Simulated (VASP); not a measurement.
Here is a VASP 6.6.1 calculation.

File INCAR:

```
SYSTEM = Yb
PREC = Accurate
ENCUT = 520
EDIFF = 1E-6
ISMEAR = -1
SIGMA = 0.03
LREAL = .FALSE.
LASPH = .TRUE.
NELM = 60
ALGO = Normal
ISIF = 2
LWAVE = .FALSE.
LCHARG = .TRUE.
GGA = PE
LELF = .TRUE.
LVHAR = .TRUE.
NBANDS = 31
```

Contents of KPOINTS:

```
Automatic mesh
0
G
  11 11 6
  0 0 0
```

The input POSCAR:

```
Yb
1.0
    3.9559949225      0.0000000000      0.0000000000
   -1.9779974613      3.4259921002      0.0000000000
    0.0000000000      0.0000000000      6.5111455227
Yb
2
Direct
    0.3333333333      0.6666666667      0.2500000000
    0.6666666667      0.3333333333      0.7500000000
```

Potentials or basis: VASP PAW PBE potentials, release 64 (Yb).

The run is started by

```sh
$ cat potpaw_PBE.64/Yb/POTCAR > POTCAR
$ mpirun -np 1 vasp_std > vasp.out
```

Task: Predict the pressure.

Result: -2.1 GPa.

Task: What does it give for the band gap on the k mesh?

Result: Zero (bands 24 and 25 overlap by 0.15 eV).

Stress tensor (GPa, compression positive):
```
-2.23  0.00  0.00
 0.00 -2.23  0.00
 0.00  0.00 -1.96
```

Caveat: spin-orbit coupling is left out, which moves the levels of the heavy elements. Spin polarisation is off, so any magnetic state and its effect on volume and gap are missing.
